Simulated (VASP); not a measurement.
# CaS (Fm-3m) in VASP: single point with LDA

Aim: the single point of CaS with LDA.

Program: VASP 6.6.1. These are calculated values, not measurements. Logs are shortened: lines on timing, memory, paths and dates and some standing lists are left out, and cuts for length are marked.

**1. The cell of the first run**

The structure is cubic, space group Fm-3m (No. 225). Conventional cell: a = 5.565 Å, b = 5.565 Å, c = 5.565 Å, α = 90.00°, β = 90.00°, γ = 90.00°. Ca (site symmetry m-3m) has 6 S at 2.78 Å within 3.7 Å. Within 3.7 Å of S (site symmetry m-3m) lie 6 Ca at 2.78 Å.

**2. Single point, LDA**

INCAR

```
SYSTEM = CaS
PREC = Accurate
ENCUT = 500
EDIFF = 1E-6
ISMEAR = 0
SIGMA = 0.05
LREAL = .FALSE.
LASPH = .TRUE.
NELM = 120
ALGO = Normal
ISIF = 2
LWAVE = .FALSE.
LCHARG = .FALSE.
GGA = CA
NBANDS = 15
GGA_COMPAT = .FALSE.
```

KPOINTS

```
Automatic mesh
0
G
  6 6 6
  0 0 0
```

POSCAR

```
CaS
1.0
    0.0000000000      2.7823464210      2.7823464210
    2.7823464210      0.0000000000      2.7823464210
    2.7823464210      2.7823464210      0.0000000000
Ca S
1 1
Direct
    0.0000000000      0.0000000000      0.0000000000
    0.5000000000      0.5000000000      0.5000000000
```

Potentials or basis: VASP PAW LDA potentials, release 64 (Ca_sv, S).

Started as:

```console
> cat potpaw_LDA.64/Ca_sv/POTCAR potpaw_LDA.64/S/POTCAR > POTCAR
> mpirun -np 1 vasp_std > vasp.out
```

OUTCAR:

```text
SYSTEM = CaS
   PREC = Accurate
   ENCUT = 500
   EDIFF = 1E-6
   ISMEAR = 0
   LREAL = .FALSE.
   LASPH = .TRUE.
   NELM = 120
   ISIF = 2
   GGA = CA

 ion  position               nearest neighbor table
   1  0.000  0.000  0.000-   2 2.78   2 2.78   2 2.78   2 2.78   2 2.78   2 2.78
   2  0.500  0.500  0.500-   1 2.78   1 2.78   1 2.78   1 2.78   1 2.78   1 2.78

  LATTYP: Found a face centered cubic cell.
 ALAT       =     5.5646928420

  Lattice vectors:

 A1 = (   0.0000000000,   2.7823464210,   2.7823464210)
 A2 = (   2.7823464210,   0.0000000000,   2.7823464210)
 A3 = (   2.7823464210,   2.7823464210,   0.0000000000)

Analysis of symmetry for initial positions (statically):
=====================================================================
 Subroutine PRICEL returns:
 Original cell was already a primitive cell.

 Routine SETGRP: Setting up the symmetry group for a
 face centered cubic supercell.

 Subroutine GETGRP returns: Found 48 space group operations
 (whereof 48 operations were pure point group operations)
 out of a pool of 48 trial point group operations.

The static configuration has the point symmetry O_h .

Analysis of symmetry for dynamics (positions and initial velocities):
=====================================================================
 Subroutine PRICEL returns:
 Original cell was already a primitive cell.

 Routine SETGRP: Setting up the symmetry group for a
 face centered cubic supercell.

 Subroutine GETGRP returns: Found 48 space group operations
 (whereof 48 operations were pure point group operations)
 out of a pool of 48 trial point group operations.

The dynamic configuration has the point symmetry O_h .

 Subroutine INISYM returns: Found 48 space group operations
 (whereof 48 operations are pure point group operations),
 and found     1 'primitive' translations

----------------------------------------------------------------------------------------

                                     Primitive cell

  volume of cell :      43.0788

  direct lattice vectors                    reciprocal lattice vectors
     0.000000000  2.782346421  2.782346421    -0.179704438  0.179704438  0.179704438
     2.782346421  0.000000000  2.782346421     0.179704438 -0.179704438  0.179704438
     2.782346421  2.782346421  0.000000000     0.179704438  0.179704438 -0.179704438

  length of vectors
     3.934832044  3.934832044  3.934832044     0.311257217  0.311257217  0.311257217

  position of ions in fractional coordinates (direct lattice)
     0.000000000  0.000000000  0.000000000
     0.500000000  0.500000000  0.500000000

  ion indices of the primitive-cell ions
   primitive index   ion index
                 1           1
                 2           2

----------------------------------------------------------------------------------------

 KPOINTS: Automatic mesh

Automatic generation of k-mesh.
 Grid dimensions read from file:
 generate k-points for:    6    6    6

 Generating k-lattice:

  Cartesian coordinates                     Fractional coordinates (reciprocal lattice)
    -0.029950740  0.029950740  0.029950740     0.166666667  0.000000000  0.000000000
     0.029950740 -0.029950740  0.029950740     0.000000000  0.166666667  0.000000000
     0.029950740  0.029950740 -0.029950740     0.000000000  0.000000000  0.166666667

  Length of vectors
     0.051876203  0.051876203  0.051876203

  Shift w.r.t. Gamma in fractional coordinates (k-lattice)
     0.000000000  0.000000000  0.000000000

 Subroutine IBZKPT returns following result:
 ===========================================

 Found     16 irreducible k-points:

 Following reciprocal coordinates:
            Coordinates               Weight
  0.000000  0.000000  0.000000      1.000000
  0.166667  0.000000  0.000000      8.000000
  0.333333  0.000000  0.000000      8.000000
  0.500000  0.000000  0.000000      4.000000
  0.166667  0.166667  0.000000      6.000000
  0.333333  0.166667  0.000000     24.000000
[... 8 lines left out ...]
 -0.333333  0.333333  0.166667     24.000000
 -0.333333  0.500000  0.166667     12.000000
   k-points           NKPTS =     16   k-points in BZ     NKDIM =     16   number of bands    NBANDS=     15
   number of dos      NEDOS =    301   number of ions     NIONS =      2
   total plane-waves  NPLWV =  27000
   dimension x,y,z NGX =    30 NGY =   30 NGZ =   30
   dimension x,y,z NGXF=    60 NGYF=   60 NGZF=   60
   ions per type =               1   1
   NGX,Y,Z   is equivalent  to a cutoff of  12.67, 12.67, 12.67 a.u.
   NGXF,Y,Z  is equivalent  to a cutoff of  25.35, 25.35, 25.35 a.u.
 SYSTEM =  CaS
   PREC   = accura    normal or accurate (medium, high low for compatibility)
   ISTART =      0    job   : 0-new  1-cont  2-samecut
   ICHARG =      2    charge: 1-file 2-atom 10-const
   ISPIN  =      1    spin polarized calculation?
   LNONCOLLINEAR =      F non collinear calculations
   LSORBIT =      F    spin-orbit coupling
   LASPH  =      T    aspherical Exc in radial PAW
   ENCUT  =  500.0 eV  36.75 Ry    6.06 a.u.   7.17  7.17  7.17*2*pi/ulx,y,z
   NELM   =    120;   NELMIN=  2; NELMDL= -5     # of ELM steps
   EDIFF  = 0.1E-05   stopping-criterion for ELM
   LREAL  =      F    real-space projection
   EDIFFG = 0.1E-04   stopping-criterion for IOM
   NSW    =      0    number of steps for IOM
   IBRION =     -1    ionic relax: 0-MD 1-quasi-New 2-CG
   NFREE  =      0    steps in history (QN), initial steepest desc. (CG)
   ISIF   =      2    stress and relaxation
   ISYM   =      2    0-nonsym 1-usesym 2-fastsym
   POTIM  = 0.5000    time-step for ionic-motion
   TEBEG  =    0.0;   TEEND  =   0.0 temperature during run
   PSTRESS=    0.0 pullay stress
   NELECT =      16.0000    total number of electrons
   NUPDOWN=      -1.0000    fix difference up-down
   EMIN   =  10.00;   EMAX   =-10.00  energy-range for DOS
   EFERMI =   0.00;   METHOD = LEGACY
   ISMEAR =     0;   SIGMA  =   0.05  broadening in eV -4-tet -1-fermi 0-gaus
   EFERMI_NEDOS =   21; number of points for ismear=-14 and -15
   IALGO  =     38    algorithm
   IMIX   =      4    mixing-type and parameters
     AMIX     =   0.40;   BMIX     =  1.00
     AMIX_MAG =   1.60;   BMIX_MAG =  1.00
  volume/ion in A,a.u.               =      21.54       145.36
  Fermi-wavevector in a.u.,A,eV,Ry     =   1.176776  2.223783 18.841356  1.384801
  Thomas-Fermi vector in A             =   2.313134
   LORBIT       =      0    0 simple, 1 ext, 2 COOP (PROOUT), +10 PAW based schemes
   GGA     = CA    functional components
   LHFCALC =     F    Hartree Fock is set to
   AEXX    =    0.0000 exact exchange contribution
   IVDW    =     0    specifies the selected vdW correction
   LEPSILON=     F    determine dielectric tensor
   LRPA    =     F    only Hartree local field effects (RPA)
 non-spin polarized calculation
 Gauss-broadening in eV      SIGMA  =   0.05
  energy-cutoff  :      500.00
  volume of cell :       43.08
 maximum number of plane-waves:      1113
 NGX is ok and might be reduce to    30
   NGX = 15   NGY = 15   NGZ = 15

 number of electron      15.9999997 magnetization

 Free energy of the ion-electron system (eV)
  ---------------------------------------------------
  ext. energy  EPLUGINS =         0.00000000
  ---------------------------------------------------
  free energy    TOTEN  =       -11.43251813 eV

  energy without entropy =      -11.43251813  energy(sigma->0) =      -11.43251813

 E-fermi :   3.3791     XC(G=0):  -9.9968

 val. band max:        3.0810347797   @ k =   0.0000   0.0000   0.0000
 cond. band min:       5.0427450126   @ k =   0.5000   0.5000   0.0000
 fundamental gap:      1.9617102329
 Fermi energy:         3.3791341228

 k-point     1 :       0.0000    0.0000    0.0000
  band No.  band energies     occupation
      1     -35.4358      2.00000
      2     -16.7224      2.00000
      3     -16.7224      2.00000
      4     -16.7224      2.00000
      5      -8.4519      2.00000
      6       3.0810      2.00000
      7       3.0810      2.00000
      8       3.0810      2.00000
      9       7.0132      0.00000
     10       7.0132      0.00000
     11       7.0132      0.00000
     12       7.4133      0.00000
     13       7.7187      0.00000
     14       7.7187      0.00000
     15      13.8656      0.00000

 k-point     2 :       0.1667    0.0000    0.0000
  band No.  band energies     occupation
      1     -35.4313      2.00000
      2     -16.7858      2.00000
      3     -16.7270      2.00000
      4     -16.7270      2.00000
      5      -8.2234      2.00000
      6       1.9216      2.00000
      7       2.6394      2.00000
      8       2.6394      2.00000
      9       7.0815      0.00000
     10       7.4457      0.00000
     11       7.4457      0.00000
     12       8.5237      0.00000
     13       8.5237      0.00000
     14       8.6780      0.00000
     15      14.1380      0.00000

 k-point     3 :       0.3333    0.0000    0.0000
  band No.  band energies     occupation
      1     -35.4223      2.00000
      2     -16.9075      2.00000
      3     -16.7361      2.00000
      4     -16.7361      2.00000
      5      -7.7249      2.00000
      6       0.3232      2.00000
      7       1.9915      2.00000
      8       1.9915      2.00000
      9       7.4898      0.00000
     10       8.4803      0.00000
     11       8.4803      0.00000
     12       9.9451      0.00000
     13      10.2232      0.00000
     14      10.2232      0.00000
     15      13.6684      0.00000

 k-point     4 :       0.5000    0.0000    0.0000
  band No.  band energies     occupation
      1     -35.4178      2.00000
      2     -16.9662      2.00000
      3     -16.7406      2.00000
      4     -16.7406      2.00000
      5      -7.4458      2.00000
      6      -0.3518      2.00000
      7       1.7317      2.00000
      8       1.7317      2.00000
      9       8.2394      0.00000
     10       9.1915      0.00000
     11       9.3044      0.00000
     12       9.3044      0.00000
     13      11.5817      0.00000
     14      11.5817      0.00000
     15      11.9921      0.00000
[... 163 lines left out ...]
 k-point    14 :       0.5000    0.3333    0.1667
  band No.  band energies     occupation
      1     -35.4165      2.00000
      2     -16.8873      2.00000
      3     -16.7984      2.00000
      4     -16.7611      2.00000
      5      -7.6420      2.00000
      6       0.4574      2.00000
      7       1.6999      2.00000
      8       1.8183      2.00000
      9       6.8150      0.00000
     10       8.8166      0.00000
     11       9.3113      0.00000
     12       9.4890      0.00000
     13      10.1336      0.00000
     14      11.6480      0.00000
     15      12.1404      0.00000

 k-point    15 :      -0.3333    0.3333    0.1667
  band No.  band energies     occupation
      1     -35.4135      2.00000
      2     -16.8914      2.00000
      3     -16.8190      2.00000
      4     -16.7748      2.00000
      5      -7.5434      2.00000
      6       0.5094      2.00000
      7       1.2569      2.00000
      8       1.6768      2.00000
      9       7.8702      0.00000
     10       7.9940      0.00000
     11       9.6437      0.00000
     12       9.8443      0.00000
     13       9.8642      0.00000
     14      11.9436      0.00000
     15      12.8022      0.00000

 k-point    16 :      -0.3333    0.5000    0.1667
  band No.  band energies     occupation
      1     -35.4121      2.00000
      2     -16.8714      2.00000
      3     -16.8181      2.00000
      4     -16.8037      2.00000
      5      -7.6168      2.00000
      6       0.8398      2.00000
      7       1.5264      2.00000
      8       1.5322      2.00000
      9       6.5213      0.00000
     10       8.9818      0.00000
     11       9.0164      0.00000
     12       9.7578      0.00000
     13       9.9791      0.00000
     14      11.1968      0.00000
     15      13.3404      0.00000

------------------------ aborting loop because EDIFF is reached ----------------------------------------

  FORCE on cell =-STRESS in cart. coord.  units (eV):
  Direction    XX          YY          ZZ          XY          YZ          ZX
  --------------------------------------------------------------------------------------
  -------------------------------------------------------------------------------------
  Total        0.0667208      0.0667208      0.0667208      0.0000000      0.0000000     -0.0000000
  in kB        2.4814667      2.4814667      2.4814667      0.0000000      0.0000000     -0.0000000
  external PRESSURE =       2.4814667 kB  Pullay stress =       0.0000000 kB

 VOLUME and BASIS-vectors are now :
 -----------------------------------------------------------------------------
  energy-cutoff  :      500.00
  volume of cell :       43.08
      direct lattice vectors                 reciprocal lattice vectors
     0.000000000  2.782346421  2.782346421    -0.179704438  0.179704438  0.179704438
     2.782346421  0.000000000  2.782346421     0.179704438 -0.179704438  0.179704438
     2.782346421  2.782346421  0.000000000     0.179704438  0.179704438 -0.179704438

 POSITION                                       TOTAL-FORCE (eV/Angst)
 -----------------------------------------------------------------------------------
      0.00000      0.00000      0.00000         0.000000      0.000000      0.000000
      2.78235      2.78235      2.78235         0.000000      0.000000     -0.000000
 -----------------------------------------------------------------------------------
    total drift:                               -0.000000      0.000000      0.000000

  FREE ENERGIE OF THE ION-ELECTRON SYSTEM (eV)
  ---------------------------------------------------
  free  energy   TOTEN  =       -11.4325181258 eV

  energy  without entropy=      -11.4325181258  energy(sigma->0) =      -11.43251813
```

It took 20 s on 1 thread of Intel Xeon 8259CL, shared host; peak memory 0.15 GiB.

Results:

| Item | Value |
| --- | --- |
| Free energy | -11.4325 eV |
| Pressure | 0.2 GPa |
| Band gap on the k mesh | 1.96 eV (least direct gap 2.83 eV) |

Levels at points of the mesh, in eV from the valence-band top:
```
           k point  band 4  band 5  band 6  band 7  band 8  band 9  band 10  band 11  band 12  band 13
(0.00, 0.00, 0.00)  -19.80  -11.53    0.00    0.00    0.00    3.93     3.93     3.93     4.33     4.64
(0.50, 0.00, 0.00)  -19.82  -10.53   -3.43   -1.35   -1.35    5.16     6.11     6.22     6.22     8.50
(0.50, 0.50, 0.00)  -19.87  -10.82   -2.46   -0.87   -0.87    1.96     5.59     6.12     6.89     6.89
```

A k mesh can miss the band edges.
